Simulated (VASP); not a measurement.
# LiCl (I4mm) in VASP: a series of runs

LiCl is run at these levels: PBE; tasks: single point.

All numbers are computed with VASP 6.6.1; they aren't measurements. Logs are shortened: lines on timing, memory, paths and dates and some standing lists are left out, and cuts for length are marked.

## (1) The cell of the first run

Symmetry: I4mm, No. 107, tetragonal system. The conventional cell has a = 3.627 Å, b = 3.627 Å, c = 5.130 Å, α = 90.00°, β = 90.00°, γ = 90.00°. Within 2.8 Å of Li (site symmetry 4mm) lie 5 Cl at 2.13 to 2.60 Å. Cl (site symmetry 4mm) has 5 Li at 2.13 to 2.60 Å within 2.8 Å.

## (2) Single point, PBE (all Li atoms moved +0.438 Å, as atom 1 along Cartesian [0 1 0])

File INCAR:

```
SYSTEM = LiCl
PREC     = Accurate       ! precision mode
ENCUT    = 520            ! plane-wave cutoff, eV
EDIFF    = 1E-6           ! SCF threshold, eV
ISMEAR   = 0              ! smearing method
SIGMA    = 0.05           ! smearing width, eV
LREAL    = .FALSE.        ! projectors in reciprocal space
LASPH    = .TRUE.         ! aspherical terms in the spheres
NELM     = 100            ! most SCF steps
ALGO     = Normal         ! electronic algorithm
ISIF     = 2              ! what is computed and relaxed
LWAVE    = .FALSE.        ! write WAVECAR
LCHARG   = .FALSE.        ! write CHGCAR
GGA      = PE             ! functional
NBANDS   = 12             ! bands
```

File KPOINTS:

```
regular mesh
0
G
  8 8 8
  0 0 0
```

File POSCAR:

```
LiCl
1.0
    0.0000000000      2.5647600000      2.5647600000
    2.5647600000      0.0000000000      2.5647600000
    2.5647600000      2.5647600000      0.0000000000
Li Cl
1 1
Direct
    0.0852906315     -0.0852906315      0.0852906315
    0.5000000000      0.5000000000      0.5000000000
```

Potentials or basis: VASP PAW PBE potentials, release 64 (Li_sv, Cl).

Launch:

```bash
$ cat potpaw_PBE.64/Li_sv/POTCAR potpaw_PBE.64/Cl/POTCAR > POTCAR
$ mpirun -np 1 vasp_std > vasp.out
```

OUTCAR:

```text
SYSTEM = LiCl
   PREC = Accurate
   ENCUT = 520
   EDIFF = 1E-6
   ISMEAR = 0
   LREAL = .FALSE.
   LASPH = .TRUE.
   NELM = 100
   ISIF = 2
   GGA = PE

 ion  position               nearest neighbor table
   1  0.085  0.915  0.085-   2 2.13   2 2.60   2 2.60   2 2.60   2 2.60
   2  0.500  0.500  0.500-   1 2.13   1 2.60   1 2.60   1 2.60   1 2.60

  LATTYP: Found a face centered cubic cell.
 ALAT       =     5.1295200000

  Lattice vectors:

 A1 = (   0.0000000000,   2.5647600000,   2.5647600000)
 A2 = (   2.5647600000,   0.0000000000,   2.5647600000)
 A3 = (   2.5647600000,   2.5647600000,   0.0000000000)

Analysis of symmetry for initial positions (statically):
=====================================================================
 Subroutine PRICEL returns:
 Original cell was already a primitive cell.

 Routine SETGRP: Setting up the symmetry group for a
 face centered cubic supercell.

 Subroutine GETGRP returns: Found  8 space group operations
 (whereof  8 operations were pure point group operations)
 out of a pool of 48 trial point group operations.

The static configuration has the point symmetry C_4v.

Analysis of symmetry for dynamics (positions and initial velocities):
=====================================================================
 Subroutine PRICEL returns:
 Original cell was already a primitive cell.

 Routine SETGRP: Setting up the symmetry group for a
 face centered cubic supercell.

 Subroutine GETGRP returns: Found  8 space group operations
 (whereof  8 operations were pure point group operations)
 out of a pool of 48 trial point group operations.

The dynamic configuration has the point symmetry C_4v.

 Subroutine INISYM returns: Found  8 space group operations
 (whereof  8 operations are pure point group operations),
 and found     1 'primitive' translations

----------------------------------------------------------------------------------------

                                     Primitive cell

  volume of cell :      33.7420

  direct lattice vectors                    reciprocal lattice vectors
     0.000000000  2.564760000  2.564760000    -0.194950015  0.194950015  0.194950015
     2.564760000  0.000000000  2.564760000     0.194950015 -0.194950015  0.194950015
     2.564760000  2.564760000  0.000000000     0.194950015  0.194950015 -0.194950015

  length of vectors
     3.627118376  3.627118376  3.627118376     0.337663331  0.337663331  0.337663331

  position of ions in fractional coordinates (direct lattice)
     0.085290632  0.914709368  0.085290632
     0.500000000  0.500000000  0.500000000

  ion indices of the primitive-cell ions
   primitive index   ion index
                 1           1
                 2           2

----------------------------------------------------------------------------------------

 KPOINTS: regular mesh

Automatic generation of k-mesh.
 Grid dimensions read from file:
 generate k-points for:    8    8    8

 Generating k-lattice:

  Cartesian coordinates                     Fractional coordinates (reciprocal lattice)
    -0.024368752  0.024368752  0.024368752     0.125000000  0.000000000  0.000000000
     0.024368752 -0.024368752  0.024368752     0.000000000  0.125000000  0.000000000
     0.024368752  0.024368752 -0.024368752     0.000000000  0.000000000  0.125000000

  Length of vectors
     0.042207916  0.042207916  0.042207916

  Shift w.r.t. Gamma in fractional coordinates (k-lattice)
     0.000000000  0.000000000  0.000000000

 Subroutine IBZKPT returns following result:
 ===========================================

 Found     59 irreducible k-points:

 Following reciprocal coordinates:
            Coordinates               Weight
  0.000000  0.000000  0.000000      1.000000
  0.125000  0.000000  0.000000      8.000000
  0.250000  0.000000  0.000000      8.000000
  0.375000  0.000000  0.000000      8.000000
  0.500000  0.000000  0.000000      4.000000
  0.125000  0.125000  0.000000      4.000000
[... 16 lines left out ...]
  0.250000  0.000000  0.375000      8.000000
  0.500000  0.250000  0.000000     16.000000
 [... further k-points ...]
   k-points           NKPTS =     59   k-points in BZ     NKDIM =     59   number of bands    NBANDS=     12
   number of dos      NEDOS =    301   number of ions     NIONS =      2
   total plane-waves  NPLWV =  21952
   dimension x,y,z NGX =    28 NGY =   28 NGZ =   28
   dimension x,y,z NGXF=    56 NGYF=   56 NGZF=   56
   ions per type =               1   1
   NGX,Y,Z   is equivalent  to a cutoff of  12.83, 12.83, 12.83 a.u.
   NGXF,Y,Z  is equivalent  to a cutoff of  25.67, 25.67, 25.67 a.u.
 SYSTEM =  LiCl
   PREC   = accura    normal or accurate (medium, high low for compatibility)
   ISTART =      0    job   : 0-new  1-cont  2-samecut
   ICHARG =      2    charge: 1-file 2-atom 10-const
   ISPIN  =      1    spin polarized calculation?
   LNONCOLLINEAR =      F non collinear calculations
   LSORBIT =      F    spin-orbit coupling
   LASPH  =      T    aspherical Exc in radial PAW
   ENCUT  =  520.0 eV  38.22 Ry    6.18 a.u.   6.74  6.74  6.74*2*pi/ulx,y,z
   NELM   =    100;   NELMIN=  2; NELMDL= -5     # of ELM steps
   EDIFF  = 0.1E-05   stopping-criterion for ELM
   LREAL  =      F    real-space projection
   EDIFFG = 0.1E-04   stopping-criterion for IOM
   NSW    =      0    number of steps for IOM
   IBRION =     -1    ionic relax: 0-MD 1-quasi-New 2-CG
   NFREE  =      0    steps in history (QN), initial steepest desc. (CG)
   ISIF   =      2    stress and relaxation
   ISYM   =      2    0-nonsym 1-usesym 2-fastsym
   POTIM  = 0.5000    time-step for ionic-motion
   TEBEG  =    0.0;   TEEND  =   0.0 temperature during run
   PSTRESS=    0.0 pullay stress
   NELECT =      10.0000    total number of electrons
   NUPDOWN=      -1.0000    fix difference up-down
   EMIN   =  10.00;   EMAX   =-10.00  energy-range for DOS
   EFERMI =   0.00;   METHOD = LEGACY
   ISMEAR =     0;   SIGMA  =   0.05  broadening in eV -4-tet -1-fermi 0-gaus
   EFERMI_NEDOS =   21; number of points for ismear=-14 and -15
   IALGO  =     38    algorithm
   IMIX   =      4    mixing-type and parameters
     AMIX     =   0.40;   BMIX     =  1.00
     AMIX_MAG =   1.60;   BMIX_MAG =  1.00
  volume/ion in A,a.u.               =      16.87       113.85
  Fermi-wavevector in a.u.,A,eV,Ry     =   1.091486  2.062609 16.209183  1.191341
  Thomas-Fermi vector in A             =   2.227732
   LORBIT       =      0    0 simple, 1 ext, 2 COOP (PROOUT), +10 PAW based schemes
   GGA     = PE    functional components
   LHFCALC =     F    Hartree Fock is set to
   AEXX    =    0.0000 exact exchange contribution
   IVDW    =     0    specifies the selected vdW correction
   LEPSILON=     F    determine dielectric tensor
   LRPA    =     F    only Hartree local field effects (RPA)
 non-spin polarized calculation
 Gauss-broadening in eV      SIGMA  =   0.05
  energy-cutoff  :      520.00
  volume of cell :       33.74
 maximum number of plane-waves:       934
   NGX = 13   NGY = 13   NGZ = 13

 number of electron      10.0000003 magnetization

 Free energy of the ion-electron system (eV)
  ---------------------------------------------------
  ext. energy  EPLUGINS =         0.00000000
  ---------------------------------------------------
  free energy    TOTEN  =        -7.25655403 eV

  energy without entropy =       -7.25655403  energy(sigma->0) =       -7.25655403

 E-fermi :   0.8421     XC(G=0):  -8.6838

 val. band max:        0.5809277029   @ k =   0.0000   0.0000   0.0000
 cond. band min:       6.8084721599   @ k =   0.0000   0.0000   0.0000
 fundamental gap:      6.2275444570
 Fermi energy:         0.8421440443

 k-point     1 :       0.0000    0.0000    0.0000
  band No.  band energies     occupation
      1     -42.8262      2.00000
      2     -12.8672      2.00000
      3       0.3614      2.00000
      4       0.5809      2.00000
      5       0.5809      2.00000
      6       6.8085      0.00000
      7      11.7771      0.00000
      8      11.7771      0.00000
      9      12.6112      0.00000
     10      14.2101      0.00000
     11      15.2449      0.00000
     12      16.0455      0.00000

 k-point     2 :       0.1250    0.0000    0.0000
  band No.  band energies     occupation
      1     -42.8258      2.00000
      2     -12.7942      2.00000
      3      -0.0342      2.00000
      4       0.4112      2.00000
      5       0.5333      2.00000
      6       7.2599      0.00000
      7      11.3553      0.00000
      8      11.7849      0.00000
      9      12.6149      0.00000
     10      13.6832      0.00000
     11      14.1033      0.00000
     12      15.7924      0.00000

 k-point     3 :       0.2500    0.0000    0.0000
  band No.  band energies     occupation
      1     -42.8248      2.00000
      2     -12.6084      2.00000
      3      -1.0508      2.00000
      4       0.2772      2.00000
      5       0.4245      2.00000
      6       7.7425      0.00000
      7      11.1700      0.00000
      8      11.1706      0.00000
      9      11.9295      0.00000
     10      14.2762      0.00000
     11      14.5054      0.00000
     12      16.2648      0.00000
[... 286 lines left out ...]
 k-point    23 :       0.2500    0.0000    0.3750
  band No.  band energies     occupation
      1     -42.8233      2.00000
      2     -12.3556      2.00000
      3      -1.5816      2.00000
      4      -0.3385      2.00000
      5      -0.1839      2.00000
      6       8.5542      0.00000
      7       9.8639      0.00000
      8      11.4902      0.00000
      9      12.7023      0.00000
     10      14.0272      0.00000
     11      17.2535      0.00000
     12      19.4040      0.00000

 k-point    24 :       0.5000    0.2500    0.0000
  band No.  band energies     occupation
      1     -42.8229      2.00000
      2     -12.2041      2.00000
      3      -1.9378      2.00000
      4      -0.7585      2.00000
      5      -0.2146      2.00000
      6       8.5873      0.00000
      7       9.9773      0.00000
      8      11.3169      0.00000
      9      12.5334      0.00000
     10      15.4905      0.00000
     11      18.0157      0.00000
     12      19.2471      0.00000

 [... further k-points ...]

------------------------ aborting loop because EDIFF is reached ----------------------------------------

  FORCE on cell =-STRESS in cart. coord.  units (eV):
  Direction    XX          YY          ZZ          XY          YZ          ZX
  --------------------------------------------------------------------------------------
  -------------------------------------------------------------------------------------
  Total       -0.0170558      2.0254871     -0.0170558      0.0000000      0.0000000      0.0000000
  in kB       -0.8098653     96.1766980     -0.8098653      0.0000000      0.0000000      0.0000000
  external PRESSURE =      31.5189892 kB  Pullay stress =       0.0000000 kB

 VOLUME and BASIS-vectors are now :
 -----------------------------------------------------------------------------
  energy-cutoff  :      520.00
  volume of cell :       33.74
      direct lattice vectors                 reciprocal lattice vectors
     0.000000000  2.564760000  2.564760000    -0.194950015  0.194950015  0.194950015
     2.564760000  0.000000000  2.564760000     0.194950015 -0.194950015  0.194950015
     2.564760000  2.564760000  0.000000000     0.194950015  0.194950015 -0.194950015

 POSITION                                       TOTAL-FORCE (eV/Angst)
 -----------------------------------------------------------------------------------
      2.56476      0.43750      2.56476         0.000000     -0.916307      0.000000
      2.56476      2.56476      2.56476         0.000000      0.916307      0.000000
 -----------------------------------------------------------------------------------
    total drift:                                0.000005      0.000230      0.000005

  FREE ENERGIE OF THE ION-ELECTRON SYSTEM (eV)
  ---------------------------------------------------
  free  energy   TOTEN  =        -7.2565540278 eV

  energy  without entropy=       -7.2565540278  energy(sigma->0) =       -7.25655403
```

Wall time 22 s (1 thread of Intel Xeon 8259CL, shared host); peak memory 0.16 GiB.

Results:

* Free energy: -7.2566 eV
* Largest force: 0.916 eV/Å
* Band gap on the k mesh: 6.23 eV

Forces on the atoms (eV/Å):
```
Li   0.000 -0.916  0.000
Cl   0.000  0.916  0.000
```

Levels at points of the mesh, in eV from the valence-band top:
```
           k point  band 1  band 2  band 3  band 4  band 5  band 6  band 7  band 8  band 9  band 10
(0.00, 0.00, 0.00)  -43.41  -13.45   -0.22    0.00    0.00    6.23   11.20   11.20   12.03    13.63
(0.50, 0.00, 0.00)  -43.40  -12.90   -2.84   -0.46   -0.30    6.86    9.59    9.84   12.84    15.89
(0.50, 0.50, 0.00)  -43.40  -12.66   -2.91   -1.22   -1.06    7.68    7.83   12.42   14.71    15.27
(0.50, 0.00, 0.50)  -43.40  -12.69   -2.90   -1.14   -1.14    7.73    8.30   13.19   14.21    14.21
```

Caveat: the cell differs from its parent crystal (all Li atoms moved +0.438 Å, as atom 1 along Cartesian [0 1 0]); the cutoff is under 1.25 times the usual one of these potentials, so pressure, stress and relaxed cells hold a basis-set (Pulay) error. A k mesh can miss the band edges.

## (3) Single point, PBE (all Li atoms moved +0.312 Å, as atom 1 along Cartesian [0 1 0])

File INCAR:

```
SYSTEM = LiCl
  ALGO = Normal
  EDIFF = 1E-6
  ENCUT = 520
  GGA = PE
  ISIF = 2
  ISMEAR = 0
  LASPH = .TRUE.
  LCHARG = .FALSE.
  LREAL = .FALSE.
  LWAVE = .FALSE.
  NBANDS = 12
  NELM = 100
  PREC = Accurate
  SIGMA = 0.05
```

File KPOINTS:

```
k-points
0
G
  8 8 8
  0 0 0
```

POSCAR, as its differences from that of step 2:

```diff
@@ -8,3 +8,3 @@
 Direct
-    0.0852906315     -0.0852906315      0.0852906315
+    0.0609218796     -0.0609218796      0.0609218796
     0.5000000000      0.5000000000      0.5000000000
```

Potentials or basis: VASP PAW PBE potentials, release 64 (Li_sv, Cl).

Launch:

```bash
$ cat potpaw_PBE.64/Li_sv/POTCAR potpaw_PBE.64/Cl/POTCAR > POTCAR
$ mpirun -np 1 vasp_std > vasp.out
```

It took 21 s on 1 thread of Intel Xeon 8259CL, shared host; peak memory 0.16 GiB.

The run converged. Its results:

- Free energy: -7.3370 eV
- Largest force: 0.422 eV/Å
- Band gap on the k mesh: 6.29 eV

Forces on the atoms (eV/Å):
```
Li   0.000 -0.422  0.000
Cl   0.000  0.422  0.000
```

Levels at points of the mesh, in eV from the valence-band top:
```tsv
k point	band 1	band 2	band 3	band 4	band 5	band 6	band 7	band 8	band 9	band 10
(0.00, 0.00, 0.00)	-43.46	-13.43	-0.12	0.00	0.00	6.29	11.50	11.50	11.99	13.73
(0.50, 0.00, 0.00)	-43.46	-12.87	-2.83	-0.37	-0.28	6.82	9.54	9.68	12.90	16.24
(0.50, 0.50, 0.00)	-43.46	-12.63	-2.90	-1.17	-1.08	7.77	8.04	12.42	14.44	14.73
(0.50, 0.00, 0.50)	-43.46	-12.64	-2.90	-1.12	-1.12	7.79	8.29	12.87	14.16	14.16
```

Caveat: the cell differs from its parent crystal (all Li atoms moved +0.312 Å, as atom 1 along Cartesian [0 1 0]); the cutoff is under 1.25 times the usual one of these potentials, so pressure, stress and relaxed cells hold a basis-set (Pulay) error.

[end of part 1 of 2]
